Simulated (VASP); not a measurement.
Al2O3, 5 atoms in the cell. The structure is hexagonal, space group P-6m2 (No. 187). Conventional cell: a = 3.000 Å, b = 3.000 Å, c = 9.710 Å, α = 90.00°, β = 90.00°, γ = 120.00°. Within 2.5 Å of Al (site symmetry 3m) lie 6 O at 1.87 to 2.26 Å. O (site symmetry 3m) has 3 Al at 1.87 Å within 2.5 Å. Within 3.0 Å of O (site symmetry -6m2) lie 6 Al at 2.26 Å and 12 O at 2.77 to 3.00 Å.  This cell differs from its parent crystal: strain +0.040 along x and y, +0.040 along z.

- Program: VASP 6.6.1
- Task: single point
- Functional: LDA
- Potentials or basis: VASP PAW LDA potentials, release 64 (Al, O)
- Cutoff: 520 eV
- k mesh: 9 × 9 × 4
- Occupations: gaussian, width 0.05 eV
- Spin: no spin polarisation
- Dipole correction: no
- Further INCAR settings: ALGO = Normal; EDIFF = 1e-06; NBANDS = 20

Potentials or basis: VASP PAW LDA potentials, release 64 (Al, O).

The run is started by

```console
$ cat potpaw_LDA.64/Al/POTCAR potpaw_LDA.64/O/POTCAR > POTCAR
$ mpirun -np 1 vasp_std > vasp.out
```

Hardware: 1 thread of AMD EPYC 7R13 (shared host).

How long does it take, and how much memory?

Wall time 80 s on 1 thread of AMD EPYC 7R13 (shared host), peak memory 0.15 GiB. Counts: scf iterations 15, k points 36.
